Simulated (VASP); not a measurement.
**SiB6: single point with LDA**

Crystal: SiB6.

```xyz
7
Lattice="4.1300 0.0000 0.0000 0.0000 4.1300 0.0000 0.0000 0.0000 4.1300" Properties=species:S:1:pos:R:3 pbc="T T T"
Si    0.0000    0.0000    0.1000
B     2.0650    2.0650    3.2627
B     2.0650    2.0650    0.8673
B     2.0650    3.2627    2.0650
B     3.2627    2.0650    2.0650
B     2.0650    0.8673    2.0650
B     0.8673    2.0650    2.0650
```

```
Program                : VASP 6.6.1
Task                   : single point
Functional             : LDA
Potentials or basis    : VASP PAW LDA potentials, release 64 (Si, B)
Cutoff                 : 520 eV
k mesh                 : 8 × 8 × 8
Occupations            : gaussian, width 0.02 eV
Spin                   : no spin polarisation
Dipole correction      : no
Further INCAR settings : ALGO = Normal; EDIFF = 1e-06; NBANDS = 20
```

```
Pressure               : -1.7 GPa
Largest force          : 2.495 eV/Å
Band gap on the k mesh : 0.46 eV (least direct gap 1.30 eV)
```

Forces in eV/Å, atoms in the order of the input:
```
Si   0.000  0.000  0.412
B    0.000  0.000  2.306
B    0.000  0.000 -2.495
B    0.000  2.386 -0.056
B    2.386  0.000 -0.056
B    0.000 -2.386 -0.056
B   -2.386  0.000 -0.056
```

Stress tensor (GPa, compression positive):
```
-1.74  0.00  0.00
 0.00 -1.74  0.00
 0.00  0.00 -1.54
```

Levels at points of the mesh, in eV from the valence-band top:
```
           k point  band 9  band 10  band 11  band 12  band 13  band 14
(0.00, 0.00, 0.00)   -0.20    -0.20    -0.20     1.53     1.53     1.53
(0.50, 0.00, 0.00)   -2.94    -1.28     0.00     1.30     2.18     2.73
(0.00, 0.00, 0.50)   -2.94    -1.27    -0.01     1.39     2.17     2.71
(0.50, 0.50, 0.00)   -1.76    -1.06    -1.06     0.50     0.50     0.75
(0.00, 0.50, 0.50)   -1.75    -1.07    -1.05     0.46     0.49     0.74
(0.50, 0.50, 0.50)   -0.81    -0.81    -0.79     3.28     3.29     3.29
```

It took 93 s on 1 thread of Intel Xeon 8259CL, with other jobs on the host, peak memory 0.2 GiB.

Caveat: forces of over 1 eV/Å act on the atoms, so gaps and moduli don't describe the material at rest. A k mesh can miss the band edges.
